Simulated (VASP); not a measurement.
# TaAl2N3 in VASP: further runs

TaAl2N3 is run at these levels: PBE; tasks: single point.

Program: VASP 6.6.1. These are calculated values, not measurements. Logs are shortened: lines on timing, memory, paths and dates and some standing lists are left out, and cuts for length are marked.

### 1 The cell of the first run

It takes space group Cc (No. 9, monoclinic). The conventional cell has a = 9.174 Å, b = 5.126 Å, c = 5.361 Å, α = 90.00°, β = 90.99°, γ = 90.00°. Within 2.7 Å of Ta (site symmetry 1) lie 3 N at 2.02 to 2.06 Å and 2 Ta at 2.68 Å. Al (site symmetry 1) has 6 N at 2.00 to 2.38 Å and 2 Al at 2.68 Å within 2.7 Å. Al (site symmetry 1) has 6 N at 2.00 to 2.29 Å and 2 Al at 2.68 Å within 2.7 Å. N (site symmetry 1) has 4 Al at 2.01 to 2.12 Å and 1 Ta at 2.03 Å and 6 N at 2.73 to 2.90 Å within 2.9 Å. N (site symmetry 1) has 4 Al at 2.00 to 2.12 Å and 1 Ta at 2.06 Å and 6 N at 2.73 to 2.90 Å within 2.9 Å. N (site symmetry 1) has 4 Al at 2.00 to 2.38 Å and 1 Ta at 2.02 Å within 2.6 Å.

### 2 Single point, PBE, collinear spin

File INCAR:

```
SYSTEM = TaAl2N3
PREC = Accurate
ENCUT = 520
EDIFF = 1E-6
ISMEAR = 0
SIGMA = 0.1
LREAL = .False.
LASPH = .True.
NELM = 150
ALGO = Normal
ISIF = 2
LWAVE = .False.
LCHARG = .False.
ISPIN = 2
MAGMOM = 1 1 0 0 0 0 0 0 0 0 0 0
LORBIT = 11
LMAXMIX = 4
GGA = PE
NBANDS = 48
```

File KPOINTS:

```
Automatic mesh
0
Gamma
  4 4 4
  0 0 0
```

File POSCAR:

```
TaAl2N3
1.0
    4.5867958321     -2.5631935639      0.0000000000
    4.5867958321      2.5631935639      0.0000000000
   -0.0923209865      0.0000000000      5.3601461949
Ta Al N
2 4 6
Direct
    0.9881446614      0.0177012822      0.0097588980
    0.0177012822      0.9881446614      0.5097588980
    0.3308759061      0.3316620220      0.7575477814
    0.3316620220      0.3308759061      0.2575477814
    0.6713609673      0.6738248505      0.7518729523
    0.6738248505      0.6713609673      0.2518729523
    0.9980483966      0.3983450007      0.0138833678
    0.0082569080      0.6008327425      0.5165880348
    0.6008327425      0.0082569080      0.0165880348
    0.3983450007      0.9980483966      0.5138833678
    0.3807639241      0.6296959808      0.9544750850
    0.6296959808      0.3807639241      0.4544750850
```

Potentials or basis: VASP PAW PBE potentials, release 64 (Ta_pv, Al, N).

On the command line:

```bash
$ cat potpaw_PBE.64/Ta_pv/POTCAR potpaw_PBE.64/Al/POTCAR potpaw_PBE.64/N/POTCAR > POTCAR
$ mpirun -np 1 vasp_std > vasp.out
```

OUTCAR:

```text
SYSTEM = TaAl2N3
   PREC = Accurate
   ENCUT = 520
   EDIFF = 1E-6
   ISMEAR = 0
   LREAL = .False.
   LASPH = .True.
   NELM = 150
   ISIF = 2
   ISPIN = 2
   LORBIT = 11
   GGA = PE

 ion  position               nearest neighbor table
   1  0.988  0.018  0.010-  11 2.02   7 2.03   9 2.06   2 2.68   2 2.68   6 3.19   3 3.23   4 3.24
                             5 3.26   4 3.27   5 3.31   6 3.32   6 3.32   3 3.32   3 3.34   4 3.36
   2  0.018  0.988  0.510-  12 2.02  10 2.03   8 2.06   1 2.68   1 2.68   5 3.19   4 3.23   3 3.24
                             6 3.26   3 3.27   6 3.31   5 3.32   5 3.32   4 3.32   4 3.34   3 3.36
   3  0.331  0.332  0.758-  11 2.00   8 2.00  10 2.05   9 2.08   7 2.12  12 2.38   4 2.68   4 2.68
                             5 2.94   5 2.95   5 3.13   1 3.23   2 3.24   2 3.27   1 3.32   1 3.34
   4  0.332  0.331  0.258-  12 2.00   9 2.00   7 2.05   8 2.08  10 2.12  11 2.38   3 2.68   3 2.68
                             6 2.94   6 2.95   6 3.13   2 3.23   1 3.24   1 3.27   2 3.32   2 3.34
   5  0.671  0.674  0.752-  11 2.00  10 2.01   8 2.05   7 2.10   9 2.12  12 2.29   6 2.68   6 2.68
                             3 2.94   3 2.95   3 3.13   2 3.19   1 3.26   1 3.31   2 3.32   2 3.32
   6  0.674  0.671  0.252-  12 2.00   7 2.01   9 2.05  10 2.10   8 2.12  11 2.29   5 2.68   5 2.68
                             4 2.94   4 2.95   4 3.13   1 3.19   2 3.26   2 3.31   1 3.32   1 3.32
   7  0.998  0.398  0.014-   6 2.01   1 2.03   4 2.05   5 2.10   3 2.12
   8  0.008  0.601  0.517-   3 2.00   5 2.05   2 2.06   4 2.08   6 2.12
   9  0.601  0.008  0.017-   4 2.00   6 2.05   1 2.06   3 2.08   5 2.12
  10  0.398  0.998  0.514-   5 2.01   2 2.03   3 2.05   6 2.10   4 2.12
  11  0.381  0.630  0.954-   5 2.00   3 2.00   1 2.02   6 2.29   4 2.38
  12  0.630  0.381  0.454-   6 2.00   4 2.00   2 2.02   5 2.29   3 2.38

  LATTYP: Found a base centered monoclinic cell.
 ALAT       =     9.1735916642
 B/A-ratio  =     0.5588200691
 C/A-ratio  =     0.5843884688
 COS(beta)  =    -0.0172210407

  Lattice vectors:

 A1 = (   4.5867958321,  -2.5631935639,   0.0000000000)
 A2 = (   4.5867958321,   2.5631935639,   0.0000000000)
 A3 = (  -0.0923209865,   0.0000000000,   5.3601461949)

Analysis of symmetry for initial positions (statically):
=====================================================================
 Subroutine PRICEL returns:
 Original cell was already a primitive cell.

 Routine SETGRP: Setting up the symmetry group for a
 base centered monoclinic supercell.

 Subroutine GETGRP returns: Found  2 space group operations
 (whereof  1 operations were pure point group operations)
 out of a pool of  4 trial point group operations.

The static configuration has the point symmetry C_1 .
 The point group associated with its full space group is C_1h.

Analysis of symmetry for dynamics (positions and initial velocities):
=====================================================================
 Subroutine PRICEL returns:
 Original cell was already a primitive cell.

 Routine SETGRP: Setting up the symmetry group for a
 base centered monoclinic supercell.

 Subroutine GETGRP returns: Found  2 space group operations
 (whereof  1 operations were pure point group operations)
 out of a pool of  4 trial point group operations.

The dynamic configuration has the point symmetry C_1 .
 The point group associated with its full space group is C_1h.

Analysis of structural, dynamic, and magnetic symmetry:
=====================================================================
 Subroutine PRICEL returns:
 Original cell was already a primitive cell.

 Routine SETGRP: Setting up the symmetry group for a
 base centered monoclinic supercell.

 Subroutine GETGRP returns: Found  2 space group operations
 (whereof  1 operations were pure point group operations)
 out of a pool of  4 trial point group operations.

The overall configuration has the point symmetry C_1 .
 The point group associated with its full space group is C_1h.

 Subroutine INISYM returns: Found  2 space group operations
 (whereof  1 operations are pure point group operations),
 and found     1 'primitive' translations

----------------------------------------------------------------------------------------

                                     Primitive cell

  volume of cell :     126.0368

  direct lattice vectors                    reciprocal lattice vectors
     4.586795832 -2.563193564  0.000000000     0.109008558 -0.195069154  0.001877519
[... 108 lines left out ...]
   NSW    =      0    number of steps for IOM
   IBRION =     -1    ionic relax: 0-MD 1-quasi-New 2-CG
   NFREE  =      0    steps in history (QN), initial steepest desc. (CG)
   ISIF   =      2    stress and relaxation
   ISYM   =      2    0-nonsym 1-usesym 2-fastsym
   POTIM  = 0.5000    time-step for ionic-motion
   TEBEG  =    0.0;   TEEND  =   0.0 temperature during run
   PSTRESS=    0.0 pullay stress
   NELECT =      64.0000    total number of electrons
   NUPDOWN=      -1.0000    fix difference up-down
   EMIN   =  10.00;   EMAX   =-10.00  energy-range for DOS
   EFERMI =   0.00;   METHOD = LEGACY
   ISMEAR =     0;   SIGMA  =   0.10  broadening in eV -4-tet -1-fermi 0-gaus
   EFERMI_NEDOS =   21; number of points for ismear=-14 and -15
   IALGO  =     38    algorithm
   IMIX   =      4    mixing-type and parameters
     AMIX     =   0.40;   BMIX     =  1.00
     AMIX_MAG =   1.60;   BMIX_MAG =  1.00
  volume/ion in A,a.u.               =      10.50        70.88
  Fermi-wavevector in a.u.,A,eV,Ry     =   1.306078  2.468129 23.209347  1.705839
  Thomas-Fermi vector in A             =   2.436904
   LORBIT       =     11    0 simple, 1 ext, 2 COOP (PROOUT), +10 PAW based schemes
   GGA     = PE    functional components
   LHFCALC =     F    Hartree Fock is set to
   AEXX    =    0.0000 exact exchange contribution
   IVDW    =     0    specifies the selected vdW correction
   LEPSILON=     F    determine dielectric tensor
   LRPA    =     F    only Hartree local field effects (RPA)
 spin polarized calculation
 Gauss-broadening in eV      SIGMA  =   0.10
  energy-cutoff  :      520.00
  volume of cell :      126.04
 maximum number of plane-waves:      3416
   NGX = 19   NGY = 19   NGZ = 19

 number of electron      64.0000000 magnetization       0.0042070

 Free energy of the ion-electron system (eV)
  ---------------------------------------------------
  ext. energy  EPLUGINS =         0.00000000
  ---------------------------------------------------
  free energy    TOTEN  =       -96.57536000 eV

  energy without entropy =      -96.55250184  energy(sigma->0) =      -96.56393092

 E-fermi :   8.8892     XC(G=0): -11.8909

 val. band max:        8.8769572548   @ k =   0.2500   0.2500   0.0000
 cond. band min:       8.8899270716   @ k =   0.0000   0.0000   0.5000
 fundamental gap:      0.0129698168
 Fermi energy:         8.8891970837

 spin component 1

 k-point     1 :       0.0000    0.0000    0.0000
  band No.  band energies     occupation
      1     -26.7570      1.00000
      2     -26.5188      1.00000
      3     -26.3781      1.00000
      4     -26.3432      1.00000
      5     -26.1821      1.00000
      6     -25.3834      1.00000
[... 1117 lines left out ...]
     43      14.0676      0.00000
     44      14.0676      0.00000
 Fermi energy:         8.8891970837

 spin component 2

 k-point     1 :       0.0000    0.0000    0.0000
  band No.  band energies     occupation
      1     -26.7562      1.00000
      2     -26.5183      1.00000
      3     -26.3777      1.00000
      4     -26.3426      1.00000
      5     -26.1814      1.00000
      6     -25.3826      1.00000
[... 1117 lines left out ...]
     43      14.0679      0.00000
     44      14.0679      0.00000
 [bands above 44 left out]

------------------------ aborting loop because EDIFF is reached ----------------------------------------

  FORCE on cell =-STRESS in cart. coord.  units (eV):
  Direction    XX          YY          ZZ          XY          YZ          ZX
  --------------------------------------------------------------------------------------
  -------------------------------------------------------------------------------------
  Total        1.2553208     -0.4596785     -0.0614448      0.0000000      0.0000000      0.1317244
  in kB       15.9576102     -5.8434236     -0.7810853      0.0000000      0.0000000      1.6744773
  external PRESSURE =       3.1110338 kB  Pullay stress =       0.0000000 kB

 VOLUME and BASIS-vectors are now :
 -----------------------------------------------------------------------------
  energy-cutoff  :      520.00
  volume of cell :      126.04
      direct lattice vectors                 reciprocal lattice vectors
     4.586795832 -2.563193564  0.000000000     0.109008558 -0.195069154  0.001877519
     4.586795832  2.563193564  0.000000000     0.109008558  0.195069154  0.001877519
    -0.092320986  0.000000000  5.360146195     0.000000000  0.000000000  0.186562076

 POSITION                                       TOTAL-FORCE (eV/Angst)
 -----------------------------------------------------------------------------------
      4.61271     -2.48743      0.05231        -0.293271     -0.160698      0.191103
      4.56655      2.48743      2.73238        -0.293271      0.160698      0.191103
      2.96899      0.00201      4.06057        -0.368943      0.096219      0.221350
      3.01515     -0.00201      1.38049        -0.368943     -0.096219      0.221350
      6.10068      0.00632      4.03015         0.324084      0.004433      0.146042
      6.14684     -0.00632      1.35008         0.324084     -0.004433      0.146042
      6.40369     -1.53716      0.07442         0.240087      0.254884     -0.125665
      2.74608      1.51889      2.76899         0.297763      0.083139     -0.170977
      2.79224     -1.51889      0.08891         0.297763     -0.083139     -0.170977
      6.35753      1.53716      2.75449         0.240087     -0.254884     -0.125665
      4.54666      0.63806      5.11613        -0.199719      0.154922     -0.261852
      4.59282     -0.63806      2.43605        -0.199719     -0.154922     -0.261852
 -----------------------------------------------------------------------------------
    total drift:                                0.000489      0.000000      0.000180

  FREE ENERGIE OF THE ION-ELECTRON SYSTEM (eV)
  ---------------------------------------------------
  free  energy   TOTEN  =       -96.5753600036 eV

  energy  without entropy=      -96.5525018350  energy(sigma->0) =      -96.56393092

 total charge

# of ion       s       p       d       tot
------------------------------------------
    1        0.409   6.201   2.471   9.081
    2        0.409   6.201   2.471   9.081
    3        0.315   0.359   0.000   0.674
    4        0.315   0.359   0.000   0.674
    5        0.314   0.358   0.000   0.673
    6        0.314   0.358   0.000   0.673
    7        1.241   2.561   0.000   3.802
    8        1.239   2.556   0.000   3.795
    9        1.239   2.556   0.000   3.795
   10        1.241   2.561   0.000   3.802
   11        1.247   2.511   0.000   3.758
   12        1.247   2.511   0.000   3.758
--------------------------------------------------
tot          9.531  29.092   4.943  43.565

 magnetization (x)

# of ion       s       p       d       tot
------------------------------------------
    1        0.000   0.000   0.001   0.001
    2        0.000   0.000   0.001   0.001
    3        0.000   0.000   0.000   0.000
    4        0.000   0.000   0.000   0.000
    5        0.000   0.000   0.000   0.000
    6        0.000   0.000   0.000   0.000
    7        0.000   0.000   0.000   0.000
    8        0.000   0.000   0.000   0.000
    9        0.000   0.000   0.000   0.000
   10        0.000   0.000   0.000   0.000
   11        0.000  -0.000   0.000  -0.000
   12        0.000  -0.000   0.000  -0.000
--------------------------------------------------
tot          0.000   0.000   0.002   0.002
```

Wall time 8.9 min (1 thread of AMD EPYC 7R13, shared host); peak memory 0.39 GiB.

Results:

```yaml
Free_energy: -96.5754 eV
Pressure: 0.3 GPa
Largest_force: 0.441 eV/Å
Band_gap_on_the_k_mesh: zero (filled and empty bands overlap)
Net_moment: 0.00 μB per cell
Valence_electrons_inside_the_program's_atomic_spheres: Ta 9.08; Al 0.67; N 3.80, 3.79, 3.76 (each value once)
```

Forces in eV/Å, atoms in the order of the input:
```
Ta  -0.293 -0.161  0.191
Ta  -0.293  0.161  0.191
Al  -0.369  0.096  0.221
Al  -0.369 -0.096  0.221
Al   0.324  0.004  0.146
Al   0.324 -0.004  0.146
N    0.240  0.255 -0.126
N    0.298  0.083 -0.171
N    0.298 -0.083 -0.171
N    0.240 -0.255 -0.126
N   -0.200  0.155 -0.262
N   -0.200 -0.155 -0.262
```

Levels at points of the mesh, in eV from the Fermi level:
Spin up:
```csv
k point,band 28,band 29,band 30,band 31,band 32,band 33,band 34,band 35,band 36,band 37
"(0.00, 0.00, 0.00)",-3.59,-2.98,-2.93,-2.56,0.41,0.73,1.13,2.34,2.44,2.64
"(0.50, 0.00, 0.00)",-3.35,-2.96,-2.43,-2.26,-0.36,0.07,1.26,1.76,2.33,2.87
"(0.50, 0.50, 0.00)",-3.26,-3.25,-2.12,-1.98,-0.58,0.51,1.06,1.83,2.09,2.85
"(0.00, 0.00, 0.50)",-3.35,-3.28,-3.28,-0.47,-0.47,0.00,0.00,0.38,0.38,2.76
"(0.50, 0.00, 0.50)",-3.57,-2.47,-2.36,-0.61,-0.56,0.17,0.23,1.26,1.31,2.17
"(0.50, 0.50, 0.50)",-3.33,-2.07,-2.07,-0.60,-0.60,0.51,0.51,1.15,1.15,2.12
```
Spin down:
| k point | band 29 | band 30 | band 31 | band 32 | band 33 | band 34 | band 35 | band 36 |
| --- | --- | --- | --- | --- | --- | --- | --- | --- |
| (0.00, 0.00, 0.00) | -2.98 | -2.93 | -2.55 | 0.41 | 0.73 | 1.13 | 2.34 | 2.44 |
| (0.50, 0.00, 0.00) | -2.96 | -2.43 | -2.26 | -0.35 | 0.07 | 1.27 | 1.76 | 2.33 |
| (0.50, 0.50, 0.00) | -3.25 | -2.11 | -1.98 | -0.58 | 0.51 | 1.06 | 1.83 | 2.10 |
| (0.00, 0.00, 0.50) | -3.28 | -3.28 | -0.47 | -0.47 | 0.00 | 0.00 | 0.38 | 0.38 |
| (0.50, 0.00, 0.50) | -2.47 | -2.36 | -0.61 | -0.56 | 0.17 | 0.24 | 1.26 | 1.31 |
| (0.50, 0.50, 0.50) | -2.07 | -2.07 | -0.60 | -0.60 | 0.51 | 0.51 | 1.15 | 1.15 |

Caveat: spin-orbit coupling is left out, which moves the levels of the heavy elements.

[end of part 1 of 2]
